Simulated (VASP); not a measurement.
Input of a VASP 6.6.1 run:

Contents of INCAR:

```
PREC = Accurate
ENCUT = 520
EDIFF = 1E-6
ISMEAR = 0
SIGMA = 0.01
LREAL = False
LASPH = True
NELM = 100
ALGO = Normal
ISIF = 2
LWAVE = False
LCHARG = True
GGA = PE
LELF = True
LVHAR = True
NBANDS = 14
```

KPOINTS

```
Automatic mesh
0
Gamma
  8 8 8
```

Contents of POSCAR:

```
NaF
1.0
    0.0000000000      2.5510559209      2.5510559209
    2.5510559209      0.0000000000      2.5510559209
    2.5510559209      2.5510559209      0.0000000000
Na F
1 1
Direct
    0.0000000000      0.0000000000      0.0000000000
    0.2500000000      0.2500000000      0.2500000000
```

Potentials or basis: VASP PAW PBE potentials, release 64 (Na_pv, F).

Launch:

```bash
$ cat potpaw_PBE.64/Na_pv/POTCAR potpaw_PBE.64/F/POTCAR > POTCAR
$ mpirun -np 1 vasp_std > vasp.out
```

Task: Predict the pressure.

Result: 1.0 GPa.

Task: Estimate the band gap on the k mesh.

Result: 5.54 eV, direct.

 A k mesh can miss the band edges.
